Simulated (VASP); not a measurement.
Wanted: the native input for a VASP 6.6.1 run.

```
Task                   : electric field gradients
Functional             : PBE
Potentials or basis    : VASP PAW PBE potentials, release 64 (Ba_sv, Ti_sv, O)
Cutoff                 : 520 eV
k mesh                 : 7 × 7 × 7
Occupations            : fermi-dirac, width 0.03 eV
Spin                   : no spin polarisation
Dipole correction      : no
Further INCAR settings : ALGO = Normal; EDIFF = 1e-08; NBANDS = 28
```

The structure of BaTiO3 lies in POSCAR:

```
BaTiO3
1.0
    4.0262895137      0.0000000000      0.0000000000
    0.0000000000      4.0262895137      0.0000000000
    0.0000000000      0.0000000000      4.0446100470
Ba Ti O
1 1 3
Direct
    0.0000000000      0.0000000000      0.0000000000
    0.5000000000      0.5000000000      0.5000000000
    0.5000000000      0.5000000000      0.0000000000
    0.5000000000      0.0000000000      0.5000000000
    0.0000000000      0.5000000000      0.5000000000
```

This cell differs from its parent crystal: volume scaled by 1.02.

These files were run (other wordings do the same):

INCAR

```
PREC = Accurate
ENCUT = 520
EDIFF = 1E-8
ISMEAR = -1
SIGMA = 0.03
LREAL = F
LASPH = T
NELM = 80
ALGO = Normal
ISIF = 2
LWAVE = F
LCHARG = F
GGA = PE
LEFG = T
NBANDS = 28
```

KPOINTS

```
Automatic mesh
0
Gamma
  7 7 7
```

Potentials or basis: VASP PAW PBE potentials, release 64 (Ba_sv, Ti_sv, O).

The run is started by

```sh
$ cat potpaw_PBE.64/Ba_sv/POTCAR potpaw_PBE.64/Ti_sv/POTCAR potpaw_PBE.64/O/POTCAR > POTCAR
$ mpirun -np 1 vasp_std > vasp.out
```

It gave:

```yaml
Pressure: 0.1 GPa
Band_gap_on_the_k_mesh: 1.76 eV, indirect (least direct gap 1.86 eV)
```

Caveat: without QUAD_EFG the Cq values of the log hold for a quadrupole moment of 1 mb, not for the nuclei; spin-orbit coupling is left out, which moves the levels of the heavy elements.

Run time: 45 s on 1 thread of Intel(R) Xeon(R) 6975P-C (Granite Rapids) (shared host), peak memory 0.22 GiB.
